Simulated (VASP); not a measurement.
# Ca in VASP: further runs

Runs on Ca. Level: PBE. Tasks: relaxation of cell and atoms, single point.

Program: VASP 6.6.1. These are calculated values, not measurements. Logs are shortened: lines on timing, memory, paths and dates and some standing lists are left out, and cuts for length are marked.

### 1 The cell of the first run

It takes space group Fm-3m (No. 225, cubic). Conventional cell: a = 5.525 Å, b = 5.525 Å, c = 5.525 Å, α = 90.00°, β = 90.00°, γ = 90.00°. Within 5.1 Å of Ca (site symmetry m-3m) lie 12 Ca at 3.91 Å.

### 2 Relaxation of cell and atoms, PBE

Input file INCAR:

```
SYSTEM = Ca
PREC = Accurate
ENCUT = 600
EDIFF = 1E-6
ISMEAR = 0
SIGMA = 0.1
LREAL = .FALSE.
LASPH = .TRUE.
NELM = 100
ALGO = Fast
ISIF = 3
LWAVE = .FALSE.
LCHARG = .FALSE.
GGA = PE
IBRION = 2
NSW = 100
EDIFFG = -0.01
```

Input file KPOINTS:

```
Automatic mesh
0
G
  8 8 8
  0 0 0
```

Input file POSCAR:

```
Ca
1.0
    5.5245321496      0.0000000000      0.0000000000
    0.0000000000      5.5245321496      0.0000000000
    0.0000000000      0.0000000000      5.5245321496
Ca
4
Direct
    0.0000028728      0.0000028728      0.0000028728
    0.4999971272      0.9999971272      0.5000028728
    0.5000028728      0.4999971272      0.9999971272
    0.9999971272      0.5000028728      0.4999971272
```

Potentials or basis: VASP PAW PBE potentials, release 64 (Ca_sv).

The run is started by

```sh
cat potpaw_PBE.64/Ca_sv/POTCAR > POTCAR
mpirun -np 1 vasp_std > vasp.out
```

OUTCAR:

```text
SYSTEM = Ca
   PREC = Accurate
   ENCUT = 600
   EDIFF = 1E-6
   ISMEAR = 0
   LREAL = .FALSE.
   LASPH = .TRUE.
   NELM = 100
   ISIF = 3
   GGA = PE
   IBRION = 2
   NSW = 100
   EDIFFG = -0.01

 ion  position               nearest neighbor table
   1  0.000  0.000  0.000-
   2  0.500  1.000  0.500-
   3  0.500  0.500  1.000-
   4  1.000  0.500  0.500-

  LATTYP: Found a simple cubic cell.
 ALAT       =     5.5245321496

  Lattice vectors:

 A1 = (   5.5245321496,   0.0000000000,   0.0000000000)
 A2 = (   0.0000000000,   5.5245321496,   0.0000000000)
 A3 = (   0.0000000000,   0.0000000000,   5.5245321496)

Analysis of symmetry for initial positions (statically):
=====================================================================
 Subroutine PRICEL returns:
 Original cell was already a primitive cell.

 Routine SETGRP: Setting up the symmetry group for a
 simple cubic supercell.

 Subroutine GETGRP returns: Found 24 space group operations
 (whereof  6 operations were pure point group operations)
 out of a pool of 48 trial point group operations.

The static configuration has the point symmetry C_3v.
 The point group associated with its full space group is T_d .

Analysis of symmetry for dynamics (positions and initial velocities):
=====================================================================
 Subroutine PRICEL returns:
 Original cell was already a primitive cell.

 Routine SETGRP: Setting up the symmetry group for a
 simple cubic supercell.

 Subroutine GETGRP returns: Found 24 space group operations
 (whereof  6 operations were pure point group operations)
 out of a pool of 48 trial point group operations.

The dynamic configuration has the point symmetry C_3v.
 The point group associated with its full space group is T_d .

 Subroutine INISYM returns: Found 24 space group operations
 (whereof  6 operations are pure point group operations),
 and found     1 'primitive' translations

----------------------------------------------------------------------------------------

                                     Primitive cell

  volume of cell :     168.6112

  direct lattice vectors                    reciprocal lattice vectors
     5.524532150  0.000000000  0.000000000     0.181010803  0.000000000  0.000000000
     0.000000000  5.524532150  0.000000000     0.000000000  0.181010803  0.000000000
     0.000000000  0.000000000  5.524532150     0.000000000  0.000000000  0.181010803

  length of vectors
     5.524532150  5.524532150  5.524532150     0.181010803  0.181010803  0.181010803

  position of ions in fractional coordinates (direct lattice)
     0.000002873  0.000002873  0.000002873
     0.499997127  0.999997127  0.500002873
     0.500002873  0.499997127  0.999997127
     0.999997127  0.500002873  0.499997127

  ion indices of the primitive-cell ions
   primitive index   ion index
                 1           1
                 2           2
                 3           3
                 4           4

----------------------------------------------------------------------------------------

 KPOINTS: Automatic mesh

Automatic generation of k-mesh.
 Grid dimensions read from file:
 generate k-points for:    8    8    8

 Generating k-lattice:

  Cartesian coordinates                     Fractional coordinates (reciprocal lattice)
     0.022626350  0.000000000  0.000000000     0.125000000  0.000000000  0.000000000
     0.000000000  0.022626350  0.000000000     0.000000000  0.125000000  0.000000000
     0.000000000  0.000000000  0.022626350     0.000000000  0.000000000  0.125000000

  Length of vectors
     0.022626350  0.022626350  0.022626350

  Shift w.r.t. Gamma in fractional coordinates (k-lattice)
     0.000000000  0.000000000  0.000000000

 Subroutine IBZKPT returns following result:
 ===========================================

 Found     35 irreducible k-points:

 Following reciprocal coordinates:
            Coordinates               Weight
  0.000000  0.000000  0.000000      1.000000
  0.125000  0.000000  0.000000      6.000000
  0.250000  0.000000  0.000000      6.000000
  0.375000  0.000000  0.000000      6.000000
  0.500000  0.000000  0.000000      3.000000
  0.125000  0.125000  0.000000     12.000000
[... 16 lines left out ...]
  0.375000  0.375000  0.125000     24.000000
  0.500000  0.375000  0.125000     24.000000
 [... further k-points ...]
   k-points           NKPTS =     35   k-points in BZ     NKDIM =     35   number of bands    NBANDS=     24
   number of dos      NEDOS =    301   number of ions     NIONS =      4
   total plane-waves  NPLWV = 110592
   dimension x,y,z NGX =    48 NGY =   48 NGZ =   48
   dimension x,y,z NGXF=    96 NGYF=   96 NGZF=   96
   ions per type =               4
   NGX,Y,Z   is equivalent  to a cutoff of  14.44, 14.44, 14.44 a.u.
   NGXF,Y,Z  is equivalent  to a cutoff of  28.89, 28.89, 28.89 a.u.
 SYSTEM =  Ca
   PREC   = accura    normal or accurate (medium, high low for compatibility)
   ISTART =      0    job   : 0-new  1-cont  2-samecut
   ICHARG =      2    charge: 1-file 2-atom 10-const
   ISPIN  =      1    spin polarized calculation?
   LNONCOLLINEAR =      F non collinear calculations
   LSORBIT =      F    spin-orbit coupling
   LASPH  =      T    aspherical Exc in radial PAW
   ENCUT  =  600.0 eV  44.10 Ry    6.64 a.u.  11.03 11.03 11.03*2*pi/ulx,y,z
   NELM   =    100;   NELMIN=  2; NELMDL= -5     # of ELM steps
   EDIFF  = 0.1E-05   stopping-criterion for ELM
   LREAL  =      F    real-space projection
   EDIFFG = -.1E-01   stopping-criterion for IOM
   NSW    =    100    number of steps for IOM
   IBRION =      2    ionic relax: 0-MD 1-quasi-New 2-CG
   NFREE  =      1    steps in history (QN), initial steepest desc. (CG)
   ISIF   =      3    stress and relaxation
   ISYM   =      2    0-nonsym 1-usesym 2-fastsym
   POTIM  = 0.5000    time-step for ionic-motion
   TEBEG  =    0.0;   TEEND  =   0.0 temperature during run
   PSTRESS=    0.0 pullay stress
   NELECT =      40.0000    total number of electrons
   NUPDOWN=      -1.0000    fix difference up-down
   EMIN   =  10.00;   EMAX   =-10.00  energy-range for DOS
   EFERMI =   0.00;   METHOD = LEGACY
   ISMEAR =     0;   SIGMA  =   0.10  broadening in eV -4-tet -1-fermi 0-gaus
   EFERMI_NEDOS =   21; number of points for ismear=-14 and -15
   IALGO  =     68    algorithm
   IMIX   =      4    mixing-type and parameters
     AMIX     =   0.40;   BMIX     =  1.00
     AMIX_MAG =   1.60;   BMIX_MAG =  1.00
  volume/ion in A,a.u.               =      42.15       284.46
  Fermi-wavevector in a.u.,A,eV,Ry     =   1.013443  1.915130 13.974091  1.027067
  Thomas-Fermi vector in A             =   2.146612
   LORBIT       =      0    0 simple, 1 ext, 2 COOP (PROOUT), +10 PAW based schemes
   GGA     = PE    functional components
   LHFCALC =     F    Hartree Fock is set to
   AEXX    =    0.0000 exact exchange contribution
   IVDW    =     0    specifies the selected vdW correction
   LEPSILON=     F    determine dielectric tensor
   LRPA    =     F    only Hartree local field effects (RPA)
 conjugate gradient relaxation of ions
 non-spin polarized calculation
 RMM-DIIS sequential band-by-band and
 Gauss-broadening in eV      SIGMA  =   0.10
  energy-cutoff  :      600.00
  volume of cell :      168.61
 maximum number of plane-waves:      5667
 NGX is ok and might be reduce to    48

 number of electron      40.0000010 magnetization

 Free energy of the ion-electron system (eV)
  ---------------------------------------------------
  ext. energy  EPLUGINS =         0.00000000
  ---------------------------------------------------
  free energy    TOTEN  =        -7.72993716 eV

  energy without entropy =       -7.69995272  energy(sigma->0) =       -7.71494494

 E-fermi :   1.9713     XC(G=0):  -7.7394

 val. band max:        1.9701666247   @ k =   0.5000   0.5000   0.3750
 cond. band min:       1.9904171283   @ k =   0.2500   0.2500   0.0000
 fundamental gap:      0.0202505035
 Fermi energy:         1.9713163333

 k-point     1 :       0.0000    0.0000    0.0000
  band No.  band energies     occupation
      1     -40.0533      2.00000
      2     -40.0352      2.00000
      3     -40.0352      2.00000
      4     -40.0352      2.00000
      5     -21.1010      2.00000
      6     -21.1010      2.00000
[... 16 lines left out ...]
     23       2.5429      0.00000
     24       2.9330      0.00000

 k-point     2 :       0.1250    0.0000    0.0000
  band No.  band energies     occupation
      1     -40.0526      2.00000
      2     -40.0359      2.00000
      3     -40.0352      2.00000
      4     -40.0352      2.00000
      5     -21.0980      2.00000
      6     -21.0980      2.00000
[... 16 lines left out ...]
     23       2.5947      0.00000
     24       2.9113      0.00000

 k-point     3 :       0.2500    0.0000    0.0000
  band No.  band energies     occupation
      1     -40.0506      2.00000
      2     -40.0378      2.00000
      3     -40.0352      2.00000
      4     -40.0352      2.00000
      5     -21.0893      2.00000
      6     -21.0893      2.00000
[... 16 lines left out ...]
     23       2.7470      0.00000
     24       2.8316      0.00000
[... 514 lines left out ...]
 k-point    23 :       0.3750    0.3750    0.1250
  band No.  band energies     occupation
      1     -40.0436      2.00000
      2     -40.0390      2.00000
      3     -40.0390      2.00000
      4     -40.0371      2.00000
      5     -21.0814      2.00000
      6     -21.0787      2.00000
[... 16 lines left out ...]
     23       2.6904      0.00000
     24       3.1902      0.00000

 k-point    24 :       0.5000    0.3750    0.1250
  band No.  band energies     occupation
      1     -40.0413      2.00000
      2     -40.0413      2.00000
      3     -40.0381      2.00000
      4     -40.0381      2.00000
      5     -21.0817      2.00000
      6     -21.0817      2.00000
[... 16 lines left out ...]
     23       2.8919      0.00000
     24       2.8996      0.00000

 [... further k-points ...]

------------------------ aborting loop because EDIFF is reached ----------------------------------------

  FORCE on cell =-STRESS in cart. coord.  units (eV):
  Direction    XX          YY          ZZ          XY          YZ          ZX
  --------------------------------------------------------------------------------------
  -------------------------------------------------------------------------------------
  Total        0.0282017      0.0282017      0.0282017      0.0000000      0.0000000      0.0000000
  in kB        0.2679781      0.2679781      0.2679781      0.0000000      0.0000000      0.0000000
  external PRESSURE =       0.2679781 kB  Pullay stress =       0.0000000 kB

 VOLUME and BASIS-vectors are now :
 -----------------------------------------------------------------------------
  energy-cutoff  :      600.00
  volume of cell :      168.61
      direct lattice vectors                 reciprocal lattice vectors
     5.524532150  0.000000000  0.000000000     0.181010803  0.000000000  0.000000000
     0.000000000  5.524532150  0.000000000     0.000000000  0.181010803  0.000000000
     0.000000000  0.000000000  5.524532150     0.000000000  0.000000000  0.181010803

 POSITION                                       TOTAL-FORCE (eV/Angst)
 -----------------------------------------------------------------------------------
      0.00002      0.00002      0.00002        -0.002732     -0.002732     -0.002732
      2.76225      5.52452      2.76228         0.002732      0.002732     -0.002732
      2.76228      2.76225      5.52452        -0.002732      0.002732      0.002732
      5.52452      2.76228      2.76225         0.002732     -0.002732      0.002732
 -----------------------------------------------------------------------------------
    total drift:                               -0.000000     -0.000000     -0.000000

  FREE ENERGIE OF THE ION-ELECTRON SYSTEM (eV)
  ---------------------------------------------------
  free  energy   TOTEN  =        -7.7299371612 eV

  energy  without entropy=       -7.6999527188  energy(sigma->0) =       -7.71494494

 reached required accuracy - stopping structural energy minimisation
```

Run time: 1.9 min. Hardware: 1 thread of Intel Xeon 6975P-C (Granite Rapids), shared host; peak memory 0.4 GiB.

What came out:

| Quantity | Value |
| --- | --- |
| Free energy | -7.7299 eV |
| Pressure after relaxing | 0.0 GPa |

Final structure:
```cif
data_structure
_symmetry_space_group_name_H-M 'P 1'
_symmetry_Int_Tables_number 1
_cell_length_a 5.5245
_cell_length_b 5.5245
_cell_length_c 5.5245
_cell_angle_alpha 90.000
_cell_angle_beta 90.000
_cell_angle_gamma 90.000
_cell_volume 168.61
loop_
_atom_site_label
_atom_site_type_symbol
_atom_site_fract_x
_atom_site_fract_y
_atom_site_fract_z
_atom_site_occupancy
Ca1 Ca 0.00000 0.00000 0.00000 1
Ca2 Ca 0.50000 0.00000 0.50000 1
Ca3 Ca 0.50000 0.50000 0.00000 1
Ca4 Ca 0.00000 0.50000 0.50000 1
```

Caveat: the relaxation stopped at its first step, so nothing moved; the highest band is partly filled, so the run has too few bands.

### 3 Single point, PBE

This run uses another cell than the first one, of 42.35 Å³/atom.

Input file INCAR:

```
PREC = Accurate
ENCUT = 520
EDIFF = 1E-7
ISMEAR = 0
SIGMA = 0.1
LREAL = False
LASPH = True
NELM = 80
ALGO = Fast
ISIF = 2
LWAVE = False
LCHARG = True
GGA = PE
LELF = True
LVHAR = True
NBANDS = 28
```

Input file KPOINTS:

```
Automatic mesh
0
Gamma
  4 4 4
```

Input file POSCAR:

```
Ca
1.0
    5.4585787777     -0.6854939906     -0.7938313226
    0.6732863858      5.5295401537     -0.1270686978
    0.8282958279      0.0232864860      5.4071368500
Ca
4
Direct
    0.3779899575      0.7039360596      0.8345614071
    0.3779990859      0.2038608787      0.3345843290
    0.8780062383      0.2038569755      0.8345678170
   -0.1219303658      0.7038306215      0.3345720376
```

Potentials or basis: VASP PAW PBE potentials, release 64 (Ca_sv).

The run is started by

```sh
cat potpaw_PBE.64/Ca_sv/POTCAR > POTCAR
mpirun -np 1 vasp_std > vasp.out
```

Run time: 2.8 min. Hardware: 1 thread of Intel Xeon 6975P-C (Granite Rapids), shared host; peak memory 0.33 GiB.

It converged, with:

```yaml
Free_energy: -7.7556 eV
Pressure: 0.0 GPa
Band_gap_on_the_k_mesh: zero (bands 20 and 21 overlap by 0.39 eV)
```

Stress tensor (GPa, compression positive):
```
-0.02  0.00 -0.06
 0.00 -0.03  0.01
-0.06  0.01  0.19
```

Levels at points of the mesh, in eV from the Fermi level:
| k point | band 16 | band 17 | band 18 | band 19 | band 20 | band 21 | band 22 | band 23 | band 24 | band 25 |
| --- | --- | --- | --- | --- | --- | --- | --- | --- | --- | --- |
| (0.00, 0.00, 0.00) | -22.88 | -3.96 | -0.41 | -0.40 | -0.35 | 0.62 | 0.65 | 0.66 | 0.96 | 0.98 |
| (0.50, 0.00, 0.00) | -22.90 | -2.63 | -2.63 | 0.26 | 0.26 | 0.71 | 0.71 | 0.82 | 0.82 | 1.38 |
| (0.00, 0.50, 0.00) | -22.90 | -2.63 | -2.63 | 0.26 | 0.26 | 0.72 | 0.72 | 0.82 | 0.82 | 1.38 |
| (0.50, 0.50, 0.00) | -22.90 | -1.48 | -1.48 | -1.48 | -1.48 | 1.08 | 1.08 | 1.08 | 1.08 | 1.50 |
| (0.00, 0.00, 0.50) | -22.90 | -2.59 | -2.59 | 0.27 | 0.27 | 0.73 | 0.73 | 0.74 | 0.74 | 1.39 |
| (0.50, 0.00, 0.50) | -22.89 | -1.46 | -1.46 | -1.42 | -1.42 | 1.01 | 1.01 | 1.01 | 1.01 | 1.47 |
| (0.00, 0.50, 0.50) | -22.89 | -1.45 | -1.45 | -1.45 | -1.44 | 1.02 | 1.02 | 1.02 | 1.02 | 1.49 |
| (0.50, 0.50, 0.50) | -22.89 | -0.93 | -0.93 | -0.91 | -0.91 | -0.12 | -0.11 | -0.09 | -0.09 | 2.23 |

### 4 Single point, PBE

This run uses another cell than the first one: it holds 1 atom, not 4.

Input file INCAR:

```
  PREC = Accurate
  ENCUT = 520
  EDIFF = 1E-7
  ISMEAR = 0
  SIGMA = 0.1
  LREAL = False
  LASPH = True
  NELM = 60
  ALGO = Fast
  ISIF = 2
  LWAVE = False
  LCHARG = False
  GGA = PE
  NBANDS = 11
```

Input file KPOINTS:

```
Automatic mesh
0
Gamma
  20 20 20
```

Input file POSCAR:

```
Ca
1.0
   -1.9554254862      1.9554254862      2.7577991090
    1.9554254862     -1.9554254862      2.7577991090
    1.9554254862      1.9554254862     -2.7577991090
Ca
1
Direct
    0.5000000000      0.5000000000      0.0000000000
```

The run is started by

```sh
cat potpaw_PBE.64/Ca_sv/POTCAR > POTCAR
mpirun -np 1 vasp_std > vasp.out
```

Wall time 3.4 min (1 thread of Intel Xeon 6975P-C (Granite Rapids), shared host); peak memory 0.4 GiB.

It converged, with:

```
Free energy            : -1.9328 eV
Pressure               : 0.0 GPa
Band gap on the k mesh : zero (bands 5 and 6 overlap by 0.36 eV)
```

Levels at points of the mesh, in eV from the Fermi level:
```tsv
k point	band 2	band 3	band 4	band 5	band 6	band 7	band 8	band 9
(0.00, 0.00, 0.00)	-22.93	-22.93	-22.93	-4.03	2.33	2.33	2.35	3.40
(0.50, 0.00, 0.00)	-23.07	-22.95	-22.95	-0.99	-0.16	2.22	2.23	4.09
(0.50, 0.50, 0.00)	-23.06	-22.98	-22.98	-0.46	0.58	0.96	4.09	4.27
(0.50, 0.50, 0.50)	-23.06	-22.98	-22.98	-0.45	0.57	0.99	4.09	4.28
```

### 5 Relaxation of cell and atoms, PBE

This run uses another cell than the first one: it holds 1 atom, not 4.

Input file INCAR:

```
PREC = Accurate ; ENCUT = 600
EDIFF = 1E-6 ; ISMEAR = 0
SIGMA = 0.1 ; LREAL = F
LASPH = T ; NELM = 100
ALGO = Fast ; ISIF = 3
LWAVE = F ; LCHARG = F
GGA = PE ; IBRION = 2
NSW = 100 ; EDIFFG = -0.01
```

KPOINTS is that of step 4.

Input file POSCAR:

```
Ca
1.0
   -1.9675718606      1.9675718606      2.7351300313
    1.9675718606     -1.9675718606      2.7351300313
    1.9675718606      1.9675718606     -2.7351300313
Ca
1
Direct
    0.5000000000      0.5000000000      0.0000000000
```

The run is started by

```sh
cat potpaw_PBE.64/Ca_sv/POTCAR > POTCAR
mpirun -np 1 vasp_std > vasp.out
```

Run time: 5.8 min. Hardware: 1 thread of Intel Xeon 6975P-C (Granite Rapids), shared host; peak memory 0.46 GiB.

Results (log left out):

```yaml
Free_energy: -1.9328 eV
Relaxed_volume: 42.24 Å³/atom
Relaxed_cell: a = 3.909 Å, b = 3.909 Å, c = 3.909 Å, α = 120.01°, β = 120.01°, γ = 89.99°
Space_group_after_relaxing_to_0.1_Å: Fm-3m (No. 225)
Energy_gained_by_relaxing: 0.2 meV/atom
Ionic_steps: 7
Pressure_after_relaxing: 0.0 GPa
Band_gap_on_the_k_mesh: zero (bands 5 and 6 overlap by 0.36 eV)
```

Step by step:
```
step  energy change (eV)  largest force (eV/Å)  pressure (GPa)  volume (Å³)
   1              0.0000                0.0000           -0.04        42.35
   2              0.0000                0.0000           -0.01        42.29
   3             -0.0001                0.0000            0.05        42.12
   4             -0.0001                0.0000            0.06        42.14
   5             -0.0002                0.0000            0.02        42.20
   6             -0.0001                0.0000           -0.01        42.31
   7             -0.0002                0.0000            0.01        42.24
```

Final structure:
```cif
data_structure
_symmetry_space_group_name_H-M 'P 1'
_symmetry_Int_Tables_number 1
_cell_length_a 3.9092
_cell_length_b 3.9092
_cell_length_c 3.9092
_cell_angle_alpha 120.008
_cell_angle_beta 120.008
_cell_angle_gamma 89.987
_cell_volume 42.24
loop_
_atom_site_label
_atom_site_type_symbol
_atom_site_fract_x
_atom_site_fract_y
_atom_site_fract_z
_atom_site_occupancy
Ca1 Ca 0.50000 0.50000 0.00000 1
```

Levels at points of the mesh, in eV from the Fermi level:
| k point | band 3 | band 4 | band 5 | band 6 | band 7 | band 8 |
| --- | --- | --- | --- | --- | --- | --- |
| (0.00, 0.00, 0.00) | -22.94 | -22.94 | -4.02 | 2.34 | 2.34 | 2.34 |
| (0.50, 0.00, 0.00) | -22.96 | -22.96 | -0.98 | -0.16 | 2.22 | 2.22 |
| (0.50, 0.50, 0.00) | -22.99 | -22.99 | -0.45 | 0.58 | 0.97 | 4.08 |
| (0.50, 0.50, 0.50) | -22.99 | -22.99 | -0.45 | 0.58 | 0.96 | 4.08 |

### 6 Overview

```csv
task,cell,k mesh,cutoff (eV),gap on the mesh (eV),pressure (GPa)
relaxation of cell and atoms,"relaxed from a = 5.525 Å, 4 atoms, atomic positions A",8 × 8 × 8,600,-,0.0
single point,"a = 5.558, b = 5.572, c = 5.470 Å, angles 90.0, 89.6, 90.0°, 4 atoms, atomic positions A",4 × 4 × 4,520,none,0.0
single point,"a = 3.905 Å, angles 119.9, 119.9, 90.2°, 1 atom, atomic positions B",20 × 20 × 20,520,none,0.0
relaxation of cell and atoms,"relaxed from a = 3.902 Å, angles 119.4, 119.4, 91.0°, 1 atom, atomic positions B",20 × 20 × 20,600,none,0.0
```

Alike in all rows: level PBE; potentials or basis VASP PAW PBE potentials, release 64 (Ca_sv); no spin polarisation; smearing gaussian 0.1 eV.

Caveats: the relaxation stopped at its first step, so nothing moved (at least some runs); the highest band is partly filled, so the run has too few bands (at least some runs).

Absolute energies hang on the potentials; compare differences alone.

The gap in the log of VASP goes by the Fermi energy; the results here count the filled bands.